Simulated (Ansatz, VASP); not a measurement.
Two plane-wave programs on Hf2Sb3Au

```
Au Hf Sb
1.0
     4.06149    0.00000    0.00000
     0.00000    4.06149    0.00000
     0.00000    0.00000    8.96437
Au Hf Sb
1 2 3
Cartesian
  0.0000 0.0000 0.0000
  0.0000 2.0307 6.6023
  2.0307 0.0000 2.3621
  2.0307 2.0307 0.0000
  0.0000 2.0307 3.4378
  2.0307 0.0000 5.5265
```

Alike in both runs: task relaxation of cell and atoms; functional PBE; k mesh 5 × 5 × 2; no spin polarisation.

|  | VASP | Ansatz |
| --- | --- | --- |
| version | VASP 6.6.1 | Ansatz 0.2.0 |
| potentials or method | VASP PAW PBE potentials, release 64 (Au, Hf_pv, Sb), cutoff 600 eV | PAW plane waves |
| occupations | fermi-dirac, width 0.1 eV | fermi-dirac |
| valence electrons in the cell | 46 | 116 |

Ansatz gave:

- gap on the k mesh at the Fermi level, each at its own relaxed structure (eV): none
- relaxed volume (Å³/atom): 23.04
- relaxed cell length with the largest relative difference (Å): 8.615

What did VASP give for the same quantities?

gap on the k mesh at the Fermi level, each at its own relaxed structure (eV): none; relaxed volume (Å³/atom): 22.98; relaxed cell length with the largest relative difference (Å): 8.605.

A gap of «none» marks a metal or a gap that the smearing closes. VASP's potentials hold 46 valence electrons a cell and Ansatz's 116, so a difference there can come from the potentials and not from the codes.

Spin-orbit coupling is off throughout.
